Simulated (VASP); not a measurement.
Write the native input for VASP 6.6.1 that does the following.

- Task: single point
- Functional: LDA
- Potentials or basis: VASP PAW LDA potentials, release 64 (Si, C)
- Cutoff: 520 eV
- k mesh: 10 × 10 × 10
- Occupations: gaussian, width 0.01 eV
- Spin: no spin polarisation
- Dipole correction: no
- Further INCAR settings: ALGO = Normal; EDIFF = 1e-06; NBANDS = 11

The structure of SiC lies in POSCAR:

```
SiC
1.0
    2.1583776627      2.1583776627      0.0000000000
   -2.1583776627      2.1583776627      0.0000000000
    0.0000000000      2.1583776627      2.1583776627
Si C
1 1
Direct
    0.0000000000      0.0000000000      0.0000000000
    0.7500000000      0.2500000000      0.5000000000
```

One way to write it, as run:

INCAR

```
PREC = Accurate
ENCUT = 520
EDIFF = 1E-6
ISMEAR = 0
SIGMA = 0.01
LREAL = False
LASPH = True
NELM = 80
ALGO = Normal
ISIF = 2
LWAVE = False
LCHARG = False
NBANDS = 11
```

KPOINTS

```
regular mesh
0
Gamma
  10 10 10
```

Potentials or basis: VASP PAW LDA potentials, release 64 (Si, C).

Launch:

```console
$ cat potpaw_LDA.64/Si/POTCAR potpaw_LDA.64/C/POTCAR > POTCAR
$ mpirun -np 1 vasp_std > vasp.out
```

Results of the run:

```yaml
Pressure: 2.4 GPa
Band_gap_on_the_k_mesh: 1.28 eV, indirect (least direct gap 4.53 eV)
```

It used 5.3 s of CPU time on 1 thread of Intel Xeon 6975P-C, with other jobs on the host.
